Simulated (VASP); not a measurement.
A run of VASP 6.6.1 is set up as follows.

File INCAR:

```
SYSTEM = As
PREC = Accurate
ENCUT = 600
EDIFF = 1E-6
ISMEAR = -1
SIGMA = 0.05
LREAL = .FALSE.
LASPH = .TRUE.
NELM = 120
ALGO = Normal
ISIF = 2
LWAVE = .FALSE.
LCHARG = .FALSE.
NBANDS = 22
GGA_COMPAT = .FALSE.
```

File KPOINTS:

```
regular mesh
0
G
  9 9 9
  0 0 0
```

Contents of POSCAR:

```
As
1.0
    1.8681737204      1.0785906003      3.4904769752
   -1.8681737204      1.0785906003      3.4904769752
    0.0000000000     -2.1571812007      3.4904769752
As
2
Direct
    0.2260000000      0.2260000000      0.2260000000
    0.7740000000      0.7740000000      0.7740000000
```

Potentials or basis: VASP PAW LDA potentials, release 64 (As_d).

Run with:

```console
$ cat potpaw_LDA.64/As_d/POTCAR > POTCAR
$ mpirun -np 1 vasp_std > vasp.out
```

Problem. What does it give for the band gap on the k mesh?

Solution. Zero (band 15 reaches 3.94 eV, above the bottom of band 16 at 3.83 eV).

Problem. Predict the largest force.

Solution. 0.435 eV/Å.

Stress tensor (GPa, compression positive):
```
 0.76  0.00  0.00
 0.00  0.76  0.00
 0.00  0.00 -0.40
```
